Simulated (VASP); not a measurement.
Wanted: the native input for a VASP 6.6.1 run.

```yaml
Task: relaxation of cell and atoms
Functional: revPBE
Potentials_or_basis: VASP PAW PBE potentials, release 64 (Pd)
Cutoff: 500 eV
k_mesh: 14 × 14 × 14
Occupations: fermi-dirac, width 0.1 eV
Spin: no spin polarisation
Dipole_correction: no
Further_INCAR_settings: ALGO = Normal; EDIFF = 1e-07; IBRION = 2; EDIFFG = -0.01; NSW = 80; ISIF = 3
```

The structure of Pd lies in POSCAR:

```
Pd
1.0
   -1.5436681530      1.5436681530      1.5436681530
    1.5436681530     -1.5436681530      1.5436681530
    1.5436681530      1.5436681530     -1.5436681530
Pd
1
Direct
    0.0000000000      0.0000000000      0.0000000000
```

This isn't the form of Pd at room conditions, which is fcc.

These files were run (other wordings do the same):

INCAR

```
SYSTEM = Pd
  PREC = Accurate
  ENCUT = 500
  EDIFF = 1E-7
  ISMEAR = -1
  SIGMA = 0.1
  LREAL = .FALSE.
  LASPH = .TRUE.
  NELM = 120
  ALGO = Normal
  ISIF = 3
  LWAVE = .FALSE.
  LCHARG = .FALSE.
  GGA = RE
  IBRION = 2
  NSW = 80
  EDIFFG = -0.01
  GGA_COMPAT = .FALSE.
  NELMIN = 4
```

KPOINTS

```
Automatic mesh
0
G
  14 14 14
  0 0 0
```

Potentials or basis: VASP PAW PBE potentials, release 64 (Pd).

The run is started by

```sh
$ cat potpaw_PBE.64/Pd/POTCAR > POTCAR
$ mpirun -np 1 vasp_std > vasp.out
```

Results of the run:

| Property | Result |
| --- | --- |
| Relaxed volume | 15.79 Å³/atom |
| Relaxed cell | a = 2.737 Å, b = 2.737 Å, c = 2.737 Å, α = 109.47°, β = 109.47°, γ = 109.47° |
| Space group after relaxing (to 0.1 Å) | Im-3m (No. 229) |
| Energy gained by relaxing | 39.0 meV/atom |
| Ionic steps | 4 |
| Pressure after relaxing | 0.0 GPa |
| Band gap on the k mesh | zero (bands 5 and 6 overlap by 1.50 eV) |

Caveat: the PAW data sets were made with another functional, which shifts forces and pressure a little.

Wall time 68 s on 1 thread of AMD EPYC 7R13, on a shared host, peak memory 0.11 GiB.
